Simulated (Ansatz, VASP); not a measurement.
## BaNa2NiP2O8 in VASP and in Ansatz

File INCAR:

```
SYSTEM = BaNa2NiP2O8
PREC = Accurate
ENCUT = 520
EDIFF = 1E-6
ISMEAR = 0
SIGMA = 0.05
LREAL = .False.
LASPH = .True.
NELM = 150
ALGO = Normal
ISIF = 2
LWAVE = .False.
LCHARG = .False.
ISPIN = 2
MAGMOM = 0 2 0 0 0 0 0 0 0 0 0 0 0 0
LORBIT = 11
LMAXMIX = 4
LDAU = .True.
LDAUTYPE = 2
LDAUL = -1 2 -1 -1 -1
LDAUU = 0 6.2 0 0 0
LDAUJ = 0 0 0 0 0
LDAUPRINT = 1
GGA = PE
NBANDS = 63
```

Contents of KPOINTS:

```
Automatic mesh
0
Gamma
  3 3 2
  0 0 0
```

The input POSCAR:

```
BaNa2NiP2O8
1.0
    5.2806000000      0.0000000000      0.0000000000
   -2.6403000000      4.5731337500      0.0000000000
    0.0000000000      0.0000000000      6.9591000000
Ba Ni Na P O
1 1 2 2 8
Direct
    0.0000000000      0.0000000000      0.0000000000
    0.0000000000      0.0000000000      0.5000000000
    0.6666666700      0.3333333300      0.6812980000
    0.3333333300      0.6666666700      0.3187020000
    0.6666666700      0.3333333300      0.2437000000
    0.3333333300      0.6666666700      0.7563000000
    0.6666666700      0.3333333300      0.0268360000
    0.3333333300      0.6666666700      0.9731640000
    0.3567920000      0.1783960000      0.3230640000
    0.6432080000      0.8216040000      0.6769360000
    0.8216040000      0.1783960000      0.3230640000
    0.1783960000      0.8216040000      0.6769360000
    0.8216040000      0.6432080000      0.3230640000
    0.1783960000      0.3567920000      0.6769360000
```

Input for Ansatz:

```yaml
crystal:
  lattice:
    - [5.2806, 0.0, 0.0]
    - [-2.6403, 4.57313375, 0.0]
    - [0.0, 0.0, 6.9591]
  atoms:
    - { symbol: Ba, position: [0.0, 0.0, 0.0] }
    - { symbol: Ni, position: [0.0, 0.0, 0.5], spin: 2.0 }
    - { symbol: Na, position: [0.66666667, 0.33333333, 0.681298] }
    - { symbol: Na, position: [0.33333333, 0.66666667, 0.318702] }
    - { symbol: P, position: [0.66666667, 0.33333333, 0.2437] }
    - { symbol: P, position: [0.33333333, 0.66666667, 0.7563] }
    - { symbol: O, position: [0.66666667, 0.33333333, 0.026836] }
    - { symbol: O, position: [0.33333333, 0.66666667, 0.973164] }
    - { symbol: O, position: [0.356792, 0.178396, 0.323064] }
    - { symbol: O, position: [0.643208, 0.821604, 0.676936] }
    - { symbol: O, position: [0.821604, 0.178396, 0.323064] }
    - { symbol: O, position: [0.178396, 0.821604, 0.676936] }
    - { symbol: O, position: [0.821604, 0.643208, 0.323064] }
    - { symbol: O, position: [0.178396, 0.356792, 0.676936] }
basis:
  ecutwfc: 420
  ecutrho_ratio: 4
kpoints:
  mp_grid: { grid: [3, 3, 2] }
hamiltonian:
  xc: pbe
  hubbard: { sites: [{ species: Ni, l: d, u_eff: 6.2 }] }
scf:
  occupations: { method: gaussian, width: 0.05 }
output:
  forces: true
  stress: true
  eigenvalues: true
  populations: true
  hubbard: { sites: [{ species: Ni, l: d }] }
magnetization:
  spin_polarized: true
```

Alike in both runs: task single point; functional PBE; k mesh 3 × 3 × 2; occupations gaussian, width 0.05 eV; collinear spin; Hubbard terms Ni d U = 6.2 eV.

|  | VASP | Ansatz |
| --- | --- | --- |
| version | VASP 6.6.1 | Ansatz 0.2.0 |
| potentials or method | VASP PAW PBE potentials, release 64 (Ba_sv, Ni, Na_pv, P, O), cutoff 520 eV | scalar-relativistic, plane waves, PAW |
| valence electrons in the cell | 92 | 104 |

```csv
,VASP,Ansatz,Ansatz less VASP
gap on the k mesh at the Fermi level (eV),4.20,4.16,-0.042
least direct gap on the mesh (eV),4.27,4.21,-0.062
pressure (GPa),8.6,9.8,+1.17
"traceless stress, the component that is largest in VASP (GPa)",-1.13,-1.19,-0.065
rms of the force components (eV/Å),0.701,0.674,-0.0266
net moment per atom (μB),0.14,0.14,0.000
size of the moment on the site where the two differ most (μB),1.87,1.76,-0.107
```

Site moments also hang on the region over which each program counts them. The programs project onto different local orbitals, so the same U acts differently, and such runs can settle in different states. Atom by atom the forces differ by 0.072 eV/Å (rms over components). VASP's potentials hold 92 valence electrons a cell and Ansatz's 104, so a difference there can come from the potentials and not from the codes.

The k mesh is coarse, so the values compare programs but aren't converged. Spin-orbit coupling is off throughout.
